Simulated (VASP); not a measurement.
# Si5Br2: single point with PBE

The system is Si5Br2.

```
CELL_PARAMETERS angstrom
5.28682 0.00000 0.00000
0.00000 5.25109 0.00000
0.00000 0.00000 7.80137
ATOMIC_POSITIONS crystal
Si 0.00000 0.00000 0.35363
Si 0.00000 0.00000 0.64637
Si 0.50000 0.50000 0.50000
Si 0.50000 0.00000 0.00000
Si 0.00000 0.50000 0.00000
Br 0.50000 0.00000 0.50000
Br 0.00000 0.00000 0.00000
```

| Property | Result |
| --- | --- |
| Program | VASP 6.6.1 |
| Task | single point |
| Functional | PBE |
| Potentials or basis | VASP PAW PBE potentials, release 64 (Si, Br) |
| Cutoff | 520 eV |
| k mesh | 4 × 4 × 2 |
| Occupations | gaussian, width 0.1 eV |
| Spin | no spin polarisation |
| Dipole correction | no |
| Further INCAR settings | ALGO = Normal; EDIFF = 1e-06; NBANDS = 26 |

```
Pressure               : 0.1 GPa
Largest force          : 0.005 eV/Å
Band gap on the k mesh : zero (band 17 reaches 3.36 eV, above the bottom of band 18 at 2.36 eV)
```

Forces on the atoms (eV/Å):
```
Si   0.000  0.000 -0.005
Si   0.000  0.000  0.005
Si   0.000  0.000  0.000
Si   0.000  0.000  0.000
Si   0.000  0.000  0.000
Br   0.000  0.000  0.000
Br   0.000  0.000  0.000
```

Stress tensor (GPa, compression positive):
```
0.18 0.00 0.00
0.00 0.20 0.00
0.00 0.00 0.04
```

Levels at points of the mesh, in eV from the Fermi level:
```csv
k point,band 15,band 16,band 17,band 18,band 19,band 20
"(0.00, 0.00, 0.00)",-0.28,-0.26,0.25,0.46,0.69,0.82
"(0.50, 0.00, 0.00)",-0.97,-0.52,-0.39,-0.29,0.00,0.05
"(0.00, 0.50, 0.00)",-1.31,-0.89,-0.60,-0.03,0.02,0.30
"(0.50, 0.50, 0.00)",-1.93,-1.17,-1.02,-0.47,-0.46,-0.22
"(0.00, 0.00, 0.50)",-0.09,0.48,0.53,0.55,0.58,0.68
"(0.50, 0.00, 0.50)",-1.15,-0.48,-0.33,-0.28,0.28,0.44
"(0.00, 0.50, 0.50)",-0.98,-0.33,-0.32,0.08,0.31,0.34
"(0.50, 0.50, 0.50)",-2.03,-1.44,-0.02,-0.02,0.33,0.42
```

Wall time 42 s on 1 thread of Intel(R) Xeon(R) 6975P-C (Granite Rapids), on a shared host, peak memory 0.32 GiB.

Caveat: the k points lie up to 0.40 Å⁻¹ apart.
